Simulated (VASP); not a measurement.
Runs of VASP 6.6.1 on GaSb. The structure is that of space group F-43m (No. 216), or close to it. The cells are those of the table. 

```csv
task,cell,k mesh,cutoff (eV),gap on the mesh (eV),pressure (GPa)
single point,"a = 4.395 Å, angles 60.0°, 2 atoms",12 × 12 × 12,520,none,(a)
relaxation of cell and atoms,"relaxed to 4 GPa from a = 4.281 Å, angles 60.0°, 2 atoms",12 × 12 × 12,600,0.23,4.0
relaxation of cell and atoms,"relaxed to 90 GPa from a = 3.721 Å, angles 60.0°, 2 atoms",14 × 14 × 14,600,none,90.0
relaxation of cell and atoms,"relaxed to 1 GPa from a = 4.380 Å, angles 60.0°, 2 atoms",12 × 12 × 12,600,none,1.0
single point,"a = 4.429 Å, angles 60.0°, 2 atoms",12 × 12 × 12,520,none,-0.9
```

Alike in all rows: level PBE; potentials or basis VASP PAW PBE potentials, release 64 (Ga_d, Sb); no spin polarisation; smearing gaussian 0.1 eV.

Q: Fill in the values left out.

A: (a) 0.0.

Caveats: spin-orbit coupling is left out, which moves the levels of the heavy elements; the cell is relaxed towards a set pressure, so the enthalpy falls and the energy may rise (some runs).

A k mesh can miss the band edges, and the runs leave out spin-orbit coupling on Ga, Sb.

A gap of «none» marks levels without a gap at the run's occupations.
